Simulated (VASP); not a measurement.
Wanted: the native input for a VASP 6.6.1 run.

| Property | Result |
| --- | --- |
| Task | relaxation of cell and atoms |
| Functional | revPBE |
| Dispersion | D3(BJ) |
| Potentials or basis | VASP PAW PBE potentials, release 64 (Rb_sv) |
| Cutoff | 600 eV |
| k mesh | 7 × 7 × 7 |
| Occupations | fermi-dirac, width 0.05 eV |
| Spin | no spin polarisation |
| Dipole correction | no |
| Further INCAR settings | ALGO = Normal; EDIFF = 1e-07; IBRION = 2; EDIFFG = -0.02; NSW = 80; ISIF = 3 |

The structure of Rb lies in POSCAR:

```
Rb
1.0
   -2.8025000000      2.8025000000      2.8025000000
    2.8025000000     -2.8025000000      2.8025000000
    2.8025000000      2.8025000000     -2.8025000000
Rb
1
Direct
    0.0000000000      0.0000000000      0.0000000000
```

The input as run:

INCAR

```
PREC = Accurate
ENCUT = 600
EDIFF = 1E-7
ISMEAR = -1
SIGMA = 0.05
LREAL = F
LASPH = T
NELM = 80
ALGO = Normal
ISIF = 3
LWAVE = F
LCHARG = F
GGA = RE
IVDW = 12
IBRION = 2
NSW = 80
EDIFFG = -0.02
```

KPOINTS

```
regular mesh
0
Gamma
  7 7 7
```

Potentials or basis: VASP PAW PBE potentials, release 64 (Rb_sv).

Launch:

```sh
$ cat potpaw_PBE.64/Rb_sv/POTCAR > POTCAR
$ mpirun -np 1 vasp_std > vasp.out
```

It gave:

The relaxed volume is 89.40 Å³/atom. The relaxed cell is a = 4.879 Å, b = 4.879 Å, c = 4.879 Å, α = 109.47°, β = 109.47°, γ = 109.47° and the space group after relaxing (to 0.05 Å) is Im-3m (No. 229). The energy gained by relaxing is 0.2 meV/atom and the ionic steps are 3. The pressure after relaxing is 0.0 GPa and the dispersion energy per atom is -0.172 eV.

Caveat: the PAW data sets were made with another functional, which shifts forces and pressure a little; pairwise dispersion overbinds metals, which lowers pressure and volume.

Wall time 38 s on 1 thread of Intel(R) Xeon(R) Platinum 8488C (Sapphire Rapids), on a shared host, peak memory 0.24 GiB.
